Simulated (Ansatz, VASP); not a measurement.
One calculation of MgO, two programs

Contents of POSCAR:

```
MgO
1.0
    3.2882172536      0.0000000000      0.0000000000
   -1.6441086268      2.8476796748      0.0000000000
    0.0000000000      0.0000000000      5.2594023038
Mg O
2 2
Direct
    0.3333333333      0.6666666667     -0.0041119520
    0.6666666667      0.3333333333      0.4958880480
    0.3333333333      0.6666666667      0.3791119520
    0.6666666667      0.3333333333      0.8791119520
```

INCAR.step1

```
  PREC = Accurate
  ENCUT = 520
  ISMEAR = 0
  SIGMA = 0.01
  LREAL = False
  LASPH = True
  NELM = 60
  NBANDS = 16
  GGA = PE
  ALGO = Normal
  EDIFF = 1E-4
  LWAVE = True
  LCHARG = False
```

Contents of INCAR.step2:

```
  PREC = Accurate
  ENCUT = 520
  EDIFF = 1E-6
  ISMEAR = 0
  SIGMA = 0.01
  LREAL = False
  LASPH = True
  NELM = 60
  ALGO = Normal
  ISIF = 2
  LWAVE = False
  LCHARG = False
  METAGGA = R2SCAN
  LMIXTAU = True
  NBANDS = 16
  ISTART = 1
```

File KPOINTS:

```
Automatic mesh
0
Gamma
  12 12 6
```

Input for Ansatz:

```yaml
crystal:
  lattice:
    - [3.2882172536, 0.0, 0.0]
    - [-1.6441086268, 2.8476796748, 0.0]
    - [0.0, 0.0, 5.2594023038]
  atoms:
    - { symbol: Mg, position: [0.3333333333, 0.6666666667, -0.004111952] }
    - { symbol: Mg, position: [0.6666666667, 0.3333333333, 0.495888048] }
    - { symbol: O, position: [0.3333333333, 0.6666666667, 0.379111952] }
    - { symbol: O, position: [0.6666666667, 0.3333333333, 0.879111952] }
kpoints:
  mp_grid: { grid: [12, 12, 6] }
  band_path:
    path:
      - [0.0, 0.0, 0.0]
      - [0.5, 0.0, 0.0]
      - [0.3333333333, 0.3333333333, 0.0]
      - [0.0, 0.0, 0.5]
      - [0.5, 0.0, 0.5]
      - [0.3333333333, 0.3333333333, 0.5]
    npoints: 1
hamiltonian:
  xc: r2scan
scf:
  occupations: { method: fixed }
  n_extra_bands: 5
output:
  forces: true
  stress: true
  eigenvalues: true
```

Change from the starting cell: uniaxial_z strain +4.5%.

Alike in both runs: task single point; functional r2SCAN; k mesh 12 × 12 × 6; no spin polarisation.

|  | VASP | Ansatz |
| --- | --- | --- |
| version | VASP 6.6.1 | Ansatz 0.2.0 |
| potentials or method | VASP PAW PBE potentials, release 64 (Mg, O) | plane waves, PAW |
| plane-wave cutoff (eV) | 520 | 500 |
| occupations | gaussian, width 0.01 eV | fixed |
| valence electrons in the cell | 16 | 32 |

```tsv
	VASP	Ansatz	Ansatz less VASP
gap on the k mesh at the Fermi level (eV)	4.12	4.13	+0.013
pressure (GPa)	-5.1	-4.5	+0.59
traceless stress, the component that is largest in VASP (GPa)	-1.80	-1.81	-0.007
```

VASP's potentials were made for PBE, not for r2SCAN. VASP's potentials hold 16 valence electrons a cell and Ansatz's 32, so a difference there can come from the potentials and not from the codes.
